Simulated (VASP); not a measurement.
A run of VASP 6.6.1 is set up as follows.

File INCAR:

```
  ALGO = Normal
  EDIFF = 1E-6
  ENCUT = 520
  GGA = PE
  ISIF = 2
  ISMEAR = 0
  LASPH = True
  LCHARG = True
  LELF = True
  LREAL = False
  LVHAR = True
  LWAVE = False
  NBANDS = 36
  NELM = 60
  PREC = Accurate
  SIGMA = 0.1
```

File KPOINTS:

```
k-points
0
Gamma
  4 4 4
```

Contents of POSCAR:

```
Ta2N
1.0
    3.3463698700     -3.6737974500      0.0000000000
    3.3463698700      3.6737974500      0.0000000000
    0.0000000000      0.0000000000      4.1927281400
Ta N
4 2
Direct
    0.6684075900      0.3315924100      0.0000000000
    0.3315924100      0.6684075900      0.0000000000
    0.1424073900      0.1424073900      0.0000000000
    0.8575926100      0.8575926100      0.0000000000
    0.0000000000      0.0000000000      0.2416028500
    0.0000000000      0.0000000000      0.7583971500
```

Potentials or basis: VASP PAW PBE potentials, release 64 (Ta_pv, N).

Run with:

```sh
$ cat potpaw_PBE.64/Ta_pv/POTCAR potpaw_PBE.64/N/POTCAR > POTCAR
$ mpirun -np 1 vasp_std > vasp.out
```

Task: What does it give for the band gap on the k mesh?

Result: Zero (band 27 reaches 5.50 eV, above the bottom of band 28 at 4.07 eV).

Task: Estimate the largest force.

Result: 115.037 eV/Å.

Task: Estimate the pressure.

Result: 217.3 GPa.

Forces on the atoms (eV/Å):
```
Ta     0.000    2.508    0.000
Ta     0.000   -2.508    0.000
Ta   115.037    0.000    0.000
Ta  -115.037    0.000    0.000
N      0.000    0.000   75.477
N      0.000    0.000  -75.477
```

Caveat: the k points lie up to 0.37 Å⁻¹ apart; spin-orbit coupling is left out, which moves the levels of the heavy elements; forces of over 1 eV/Å act on the atoms, so gaps and moduli don't describe the material at rest.
